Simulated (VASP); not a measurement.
# SnO2 (Fm-3m) in VASP: single point with r2SCAN

Aim: the single point of SnO2 with r2SCAN.

Everything below comes from runs of VASP 6.6.1. Logs are shortened: lines on timing, memory, paths and dates and some standing lists are left out, and cuts for length are marked.

## 1. The cell of the first run

The structure is cubic, space group Fm-3m (No. 225). Conventional cell: a = 5.067 Å, b = 5.067 Å, c = 5.067 Å, α = 90.00°, β = 90.00°, γ = 90.00°. Sn (site symmetry m-3m) has 8 O at 2.19 Å within 2.9 Å. Within 2.9 Å of O (site symmetry -43m) lie 4 Sn at 2.19 Å and 6 O at 2.53 Å.

## 2. Single point, r2SCAN

The input, POSCAR:

```
SnO2
1.0
    0.0000000000      2.5336843050      2.5336843050
    2.5336843050      0.0000000000      2.5336843050
    2.5336843050      2.5336843050      0.0000000000
Sn O
1 2
Direct
    0.0000000000      0.0000000000      0.0000000000
    0.2500000000      0.2500000000      0.2500000000
    0.7500000000      0.7500000000      0.7500000000
```

The input, INCAR.step1:

```
SYSTEM = SnO2
ALGO = Normal
EDIFF = 1E-5
ENCUT = 1480
GGA = PE
GGA_COMPAT = .FALSE.
ISMEAR = 0
LASPH = .TRUE.
LCHARG = .FALSE.
LREAL = .FALSE.
LWAVE = .TRUE.
NBANDS = 20
NELM = 120
PREC = Accurate
SIGMA = 0.1
```

The input, INCAR.step2:

```
SYSTEM = SnO2
ALGO = Normal
EDIFF = 1E-6
ENCUT = 1480
GGA_COMPAT = .FALSE.
ISIF = 2
ISMEAR = 0
ISTART = 1
LASPH = .TRUE.
LCHARG = .TRUE.
LELF = .TRUE.
LMIXTAU = .TRUE.
LREAL = .FALSE.
LVHAR = .TRUE.
LWAVE = .FALSE.
METAGGA = R2SCAN
NBANDS = 20
NELM = 120
PREC = Accurate
SIGMA = 0.1
```

The input, KPOINTS:

```
k-points
0
G
  6 6 6
  0 0 0
```

Potentials or basis: VASP PAW PBE potentials, release 64 (Sn_d, O_h).

On the command line:

```sh
> cat potpaw_PBE.64/Sn_d/POTCAR potpaw_PBE.64/O_h/POTCAR > POTCAR
> cp INCAR.step1 INCAR
> mpirun -np 1 vasp_std > vasp.out
> cp INCAR.step2 INCAR
> mpirun -np 1 vasp_std > vasp.out
```

OUTCAR:

```text
SYSTEM = SnO2
   EDIFF = 1E-6
   ENCUT = 1480
   ISIF = 2
   ISMEAR = 0
   ISTART = 1
   LASPH = .TRUE.
   LREAL = .FALSE.
   METAGGA = R2SCAN
   NELM = 120
   PREC = Accurate

 ion  position               nearest neighbor table
   1  0.000  0.000  0.000-   2 2.19   3 2.19   3 2.19   3 2.19   3 2.19   2 2.19   2 2.19   2 2.19

   2  0.250  0.250  0.250-   1 2.19   1 2.19   1 2.19   1 2.19
   3  0.750  0.750  0.750-   1 2.19   1 2.19   1 2.19   1 2.19

  LATTYP: Found a face centered cubic cell.
 ALAT       =     5.0673686100

  Lattice vectors:

 A1 = (   0.0000000000,   2.5336843050,   2.5336843050)
 A2 = (   2.5336843050,   0.0000000000,   2.5336843050)
 A3 = (   2.5336843050,   2.5336843050,   0.0000000000)

Analysis of symmetry for initial positions (statically):
=====================================================================
 Subroutine PRICEL returns:
 Original cell was already a primitive cell.

 Routine SETGRP: Setting up the symmetry group for a
 face centered cubic supercell.

 Subroutine GETGRP returns: Found 48 space group operations
 (whereof 48 operations were pure point group operations)
 out of a pool of 48 trial point group operations.

The static configuration has the point symmetry O_h .

Analysis of symmetry for dynamics (positions and initial velocities):
=====================================================================
 Subroutine PRICEL returns:
 Original cell was already a primitive cell.

 Routine SETGRP: Setting up the symmetry group for a
 face centered cubic supercell.

 Subroutine GETGRP returns: Found 48 space group operations
 (whereof 48 operations were pure point group operations)
 out of a pool of 48 trial point group operations.

The dynamic configuration has the point symmetry O_h .

 Subroutine INISYM returns: Found 48 space group operations
 (whereof 48 operations are pure point group operations),
 and found     1 'primitive' translations

----------------------------------------------------------------------------------------

                                     Primitive cell

  volume of cell :      32.5303

  direct lattice vectors                    reciprocal lattice vectors
     0.000000000  2.533684305  2.533684305    -0.197341081  0.197341081  0.197341081
     2.533684305  0.000000000  2.533684305     0.197341081 -0.197341081  0.197341081
     2.533684305  2.533684305  0.000000000     0.197341081  0.197341081 -0.197341081

  length of vectors
     3.583170707  3.583170707  3.583170707     0.341804779  0.341804779  0.341804779

  position of ions in fractional coordinates (direct lattice)
     0.000000000  0.000000000  0.000000000
     0.250000000  0.250000000  0.250000000
     0.750000000  0.750000000  0.750000000

  ion indices of the primitive-cell ions
   primitive index   ion index
                 1           1
                 2           2
                 3           3

----------------------------------------------------------------------------------------

 KPOINTS: k-points

Automatic generation of k-mesh.
 Grid dimensions read from file:
 generate k-points for:    6    6    6

 Generating k-lattice:

  Cartesian coordinates                     Fractional coordinates (reciprocal lattice)
    -0.032890180  0.032890180  0.032890180     0.166666667  0.000000000  0.000000000
     0.032890180 -0.032890180  0.032890180     0.000000000  0.166666667  0.000000000
     0.032890180  0.032890180 -0.032890180     0.000000000  0.000000000  0.166666667

  Length of vectors
     0.056967463  0.056967463  0.056967463

  Shift w.r.t. Gamma in fractional coordinates (k-lattice)
     0.000000000  0.000000000  0.000000000

 Subroutine IBZKPT returns following result:
 ===========================================

 Found     16 irreducible k-points:

 Following reciprocal coordinates:
            Coordinates               Weight
  0.000000  0.000000  0.000000      1.000000
  0.166667  0.000000  0.000000      8.000000
  0.333333  0.000000  0.000000      8.000000
  0.500000  0.000000  0.000000      4.000000
  0.166667  0.166667  0.000000      6.000000
  0.333333  0.166667  0.000000     24.000000
[... 8 lines left out ...]
 -0.333333  0.333333  0.166667     24.000000
 -0.333333  0.500000  0.166667     12.000000
   k-points           NKPTS =     16   k-points in BZ     NKDIM =     16   number of bands    NBANDS=     20
   number of dos      NEDOS =    301   number of ions     NIONS =      3
   total plane-waves  NPLWV = 110592
   dimension x,y,z NGX =    48 NGY =   48 NGZ =   48
   dimension x,y,z NGXF=    96 NGYF=   96 NGZF=   96
   ions per type =               1   2
   NGX,Y,Z   is equivalent  to a cutoff of  22.27, 22.27, 22.27 a.u.
   NGXF,Y,Z  is equivalent  to a cutoff of  44.54, 44.54, 44.54 a.u.
 SYSTEM =  SnO2
   PREC   = accura    normal or accurate (medium, high low for compatibility)
   ISTART =      1    job   : 0-new  1-cont  2-samecut
   ICHARG =      0    charge: 1-file 2-atom 10-const
   ISPIN  =      1    spin polarized calculation?
   LNONCOLLINEAR =      F non collinear calculations
   LSORBIT =      F    spin-orbit coupling
   LASPH  =      T    aspherical Exc in radial PAW
   ENCUT  = 1480.0 eV 108.78 Ry   10.43 a.u.  11.24 11.24 11.24*2*pi/ulx,y,z
   NELM   =    120;   NELMIN=  2; NELMDL=  0     # of ELM steps
   EDIFF  = 0.1E-05   stopping-criterion for ELM
   LREAL  =      F    real-space projection
   EDIFFG = 0.1E-04   stopping-criterion for IOM
   NSW    =      0    number of steps for IOM
   IBRION =     -1    ionic relax: 0-MD 1-quasi-New 2-CG
   NFREE  =      0    steps in history (QN), initial steepest desc. (CG)
   ISIF   =      2    stress and relaxation
   ISYM   =      2    0-nonsym 1-usesym 2-fastsym
   POTIM  = 0.5000    time-step for ionic-motion
   TEBEG  =    0.0;   TEEND  =   0.0 temperature during run
   PSTRESS=    0.0 pullay stress
   NELECT =      26.0000    total number of electrons
   NUPDOWN=      -1.0000    fix difference up-down
   EMIN   =  10.00;   EMAX   =-10.00  energy-range for DOS
   EFERMI =   0.00;   METHOD = LEGACY
   ISMEAR =     0;   SIGMA  =   0.10  broadening in eV -4-tet -1-fermi 0-gaus
   EFERMI_NEDOS =   21; number of points for ismear=-14 and -15
   IALGO  =     38    algorithm
   IMIX   =      4    mixing-type and parameters
     AMIX     =   0.40;   BMIX     =  1.00
     AMIX_MAG =   1.60;   BMIX_MAG =  1.00
  volume/ion in A,a.u.               =      10.84        73.18
  Fermi-wavevector in a.u.,A,eV,Ry     =   1.519276  2.871016 31.404977  2.308201
  Thomas-Fermi vector in A             =   2.628284
   LORBIT       =      0    0 simple, 1 ext, 2 COOP (PROOUT), +10 PAW based schemes
   METAGGA = R2SCAN    functional components
   LHFCALC =     F    Hartree Fock is set to
   AEXX    =    0.0000 exact exchange contribution
   IVDW    =     0    specifies the selected vdW correction
   LEPSILON=     F    determine dielectric tensor
   LRPA    =     F    only Hartree local field effects (RPA)
 non-spin polarized calculation
 Gauss-broadening in eV      SIGMA  =   0.10
  energy-cutoff  :     1480.00
  volume of cell :       32.53
 maximum number of plane-waves:      4279
 NGX is ok and might be reduce to    48
   NGX = 23   NGY = 23   NGZ = 23

 number of electron      26.0000001 magnetization

 Free energy of the ion-electron system (eV)
  ---------------------------------------------------
  ext. energy  EPLUGINS =         0.00000000
  ---------------------------------------------------
  free energy    TOTEN  =       -41.51023991 eV

  energy without entropy =      -41.51023991  energy(sigma->0) =      -41.51023991

 E-fermi :   8.6043     XC(G=0): -12.7689

 val. band max:        8.1490020298   @ k =  -0.3333   0.5000   0.1667
 cond. band min:       9.0288583448   @ k =   0.0000   0.0000   0.0000
 fundamental gap:      0.8798563150
 Fermi energy:         8.6042797295

 k-point     1 :       0.0000    0.0000    0.0000
  band No.  band energies     occupation
      1     -12.9788      2.00000
      2     -12.9788      2.00000
      3     -12.9788      2.00000
      4     -12.7912      2.00000
      5     -12.7912      2.00000
      6     -12.5124      2.00000
[... 12 lines left out ...]
     19      24.4400      0.00000
     20      24.4400      0.00000

 k-point     2 :       0.1667    0.0000    0.0000
  band No.  band energies     occupation
      1     -13.1365      2.00000
      2     -12.9577      2.00000
      3     -12.9577      2.00000
      4     -12.7913      2.00000
      5     -12.7913      2.00000
      6     -12.2014      2.00000
[... 12 lines left out ...]
     19      24.5271      0.00000
     20      24.5271      0.00000

 k-point     3 :       0.3333    0.0000    0.0000
  band No.  band energies     occupation
      1     -13.4551      2.00000
      2     -12.9287      2.00000
      3     -12.9287      2.00000
      4     -12.7777      2.00000
      5     -12.7777      2.00000
      6     -11.2919      2.00000
[... 12 lines left out ...]
     19      24.6065      0.00000
     20      25.2820      0.00000

 k-point     4 :       0.5000    0.0000    0.0000
  band No.  band energies     occupation
      1     -13.6015      2.00000
      2     -12.9223      2.00000
      3     -12.9223      2.00000
      4     -12.7625      2.00000
      5     -12.7625      2.00000
      6     -10.4103      2.00000
[... 12 lines left out ...]
     19      24.4260      0.00000
     20      24.6987      0.00000

 k-point     5 :       0.1667    0.1667    0.0000
  band No.  band energies     occupation
      1     -13.1729      2.00000
      2     -12.9371      2.00000
      3     -12.9371      2.00000
      4     -12.8089      2.00000
      5     -12.7799      2.00000
      6     -12.1548      2.00000
[... 12 lines left out ...]
     19      24.7874      0.00000
     20      25.3908      0.00000

 k-point     6 :       0.3333    0.1667    0.0000
  band No.  band energies     occupation
      1     -13.3697      2.00000
      2     -12.9895      2.00000
      3     -12.9013      2.00000
      4     -12.8190      2.00000
      5     -12.7671      2.00000
      6     -11.4596      2.00000
[... 12 lines left out ...]
     19      25.1547      0.00000
     20      27.5857      0.00000

 k-point     7 :       0.5000    0.1667    0.0000
  band No.  band energies     occupation
      1     -13.5181      2.00000
      2     -13.0553      2.00000
      3     -12.8906      2.00000
      4     -12.8088      2.00000
      5     -12.7615      2.00000
      6     -10.3625      2.00000
[... 12 lines left out ...]
     19      24.9232      0.00000
     20      27.7586      0.00000
[... 93 lines left out ...]
 k-point    12 :      -0.3333    0.3333    0.0000
  band No.  band energies     occupation
      1     -13.4339      2.00000
      2     -13.2354      2.00000
      3     -12.8442      2.00000
      4     -12.8261      2.00000
      5     -12.7804      2.00000
      6      -9.7108      2.00000
[... 12 lines left out ...]
     19      25.1186      0.00000
     20      28.4362      0.00000

 k-point    13 :       0.5000    0.5000    0.0000
  band No.  band energies     occupation
      1     -13.6878      2.00000
      2     -12.8676      2.00000
      3     -12.8052      2.00000
      4     -12.8052      2.00000
      5     -12.7461      2.00000
      6     -10.7898      2.00000
[... 12 lines left out ...]
     19      26.4914      0.00000
     20      27.0426      0.00000

 k-point    14 :       0.5000    0.3333    0.1667
  band No.  band energies     occupation
      1     -13.4370      2.00000
      2     -13.1260      2.00000
      3     -12.8549      2.00000
      4     -12.8288      2.00000
      5     -12.7726      2.00000
      6     -10.6900      2.00000
[... 12 lines left out ...]
     19      25.3363      0.00000
     20      28.2128      0.00000

 k-point    15 :      -0.3333    0.3333    0.1667
  band No.  band energies     occupation
      1     -13.4184      2.00000
      2     -13.2619      2.00000
      3     -12.8380      2.00000
      4     -12.8260      2.00000
      5     -12.7740      2.00000
      6      -9.7457      2.00000
[... 12 lines left out ...]
     19      25.3508      0.00000
     20      28.4347      0.00000

 k-point    16 :      -0.3333    0.5000    0.1667
  band No.  band energies     occupation
      1     -13.5391      2.00000
      2     -13.1327      2.00000
      3     -12.8464      2.00000
      4     -12.8052      2.00000
      5     -12.7654      2.00000
      6     -10.1329      2.00000
[... 12 lines left out ...]
     19      26.3927      0.00000
     20      27.4223      0.00000

------------------------ aborting loop because EDIFF is reached ----------------------------------------

  FORCE on cell =-STRESS in cart. coord.  units (eV):
  Direction    XX          YY          ZZ          XY          YZ          ZX
  --------------------------------------------------------------------------------------
  -------------------------------------------------------------------------------------
  Total        0.2192566      0.2192566      0.2192566      0.0000000      0.0000000     -0.0000000
  in kB       10.7988076     10.7988076     10.7988076      0.0000000      0.0000000     -0.0000000
  external PRESSURE =      10.7988076 kB  Pullay stress =       0.0000000 kB

 VOLUME and BASIS-vectors are now :
 -----------------------------------------------------------------------------
  energy-cutoff  :     1480.00
  volume of cell :       32.53
      direct lattice vectors                 reciprocal lattice vectors
     0.000000000  2.533684305  2.533684305    -0.197341081  0.197341081  0.197341081
     2.533684305  0.000000000  2.533684305     0.197341081 -0.197341081  0.197341081
     2.533684305  2.533684305  0.000000000     0.197341081  0.197341081 -0.197341081

 POSITION                                       TOTAL-FORCE (eV/Angst)
 -----------------------------------------------------------------------------------
      0.00000      0.00000      0.00000         0.000000      0.000000     -0.000000
      1.26684      1.26684      1.26684         0.000000      0.000000      0.000000
      3.80053      3.80053      3.80053        -0.000000     -0.000000     -0.000000
 -----------------------------------------------------------------------------------
    total drift:                               -0.000000     -0.000000      0.000000

  FREE ENERGIE OF THE ION-ELECTRON SYSTEM (eV)
  ---------------------------------------------------
  free  energy   TOTEN  =       -41.5102399141 eV

  energy  without entropy=      -41.5102399141  energy(sigma->0) =      -41.51023991
```

Wall time 2.1 min (1 thread of Intel Xeon Platinum 8488C (Sapphire Rapids), shared host); peak memory 0.39 GiB.

What came out:

```
Free energy            : -41.5102 eV
Pressure               : 1.1 GPa
Band gap on the k mesh : 0.88 eV (least direct gap 2.29 eV)
```

Caveat: the PAW data sets were made with another functional, which shifts forces and pressure a little; spin-orbit coupling is left out, which moves the levels of the heavy elements. A k mesh can miss the band edges.
